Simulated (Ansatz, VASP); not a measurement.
**Two plane-wave programs on C**

The input INCAR:

```
PREC     = Accurate       # precision mode
ENCUT    = 600            # plane-wave cutoff, eV
EDIFF    = 1E-6           # SCF threshold, eV
ISMEAR   = 0              # smearing method
SIGMA    = 0.05           # smearing width, eV
LREAL    = False          # projectors in reciprocal space
LASPH    = True           # aspherical terms in the spheres
NELM     = 120            # most SCF steps
ALGO     = Normal         # electronic algorithm
ISIF     = 2              # what is computed and relaxed
LWAVE    = False          # write WAVECAR
LCHARG   = False          # write CHGCAR
GGA      = PE             # functional
NBANDS   = 11             # bands
GGA_COMPAT= False
```

File KPOINTS:

```
Automatic mesh
0
Gamma
  10 10 10
```

File POSCAR:

```
C
1.0
    0.0000000000      1.6942015000      1.9760332410
    1.6942015000      0.0000000000      1.9760332410
    1.6942015000      1.6942015000      0.0000000000
C
2
Direct
    0.0000000000      0.0000000000      0.0000000000
    0.2500000000      0.2500000000      0.2500000000
```

Input for Ansatz:

```yaml
crystal:
  lattice:
    - [0.0, 1.6942015, 1.9760332409972299]
    - [1.6942015, 0.0, 1.9760332409972299]
    - [1.6942015, 1.6942015, 0.0]
  atoms:
    - { symbol: C, position: [0.0, 0.0, 0.0] }
    - { symbol: C, position: [0.25, 0.25, 0.25] }
basis:
  ecutwfc: 450.0
kpoints:
  mp_grid:
    grid: [10, 10, 10]
hamiltonian:
  xc: pbe
  pseudopotentials:
    kind: paw
scf:
  occupations:
    method: gaussian
    width: 0.05
output:
  stress: true
```

Alike in both runs: task single point; functional PBE; k mesh 10 × 10 × 10; occupations gaussian, width 0.05 eV; no spin polarisation.

|  | VASP | Ansatz |
| --- | --- | --- |
| version | VASP 6.6.1 | Ansatz 0.2.0 |
| potentials or method | VASP PAW PBE potentials, release 64 (C), cutoff 600 eV | plane waves, PAW |
| valence electrons in the cell | 8 | 8 |

VASP gave:

```
pressure (GPa)                                                : 2.7
traceless stress, the component that is largest in VASP (GPa) : -109.47
```

Question: Which values does Ansatz return?

Answer: Pressure (GPa): 2.7; traceless stress, the component that is largest in VASP (GPa): -109.44.

With one functional, cell and mesh, what is left measures potentials, basis and numerics.
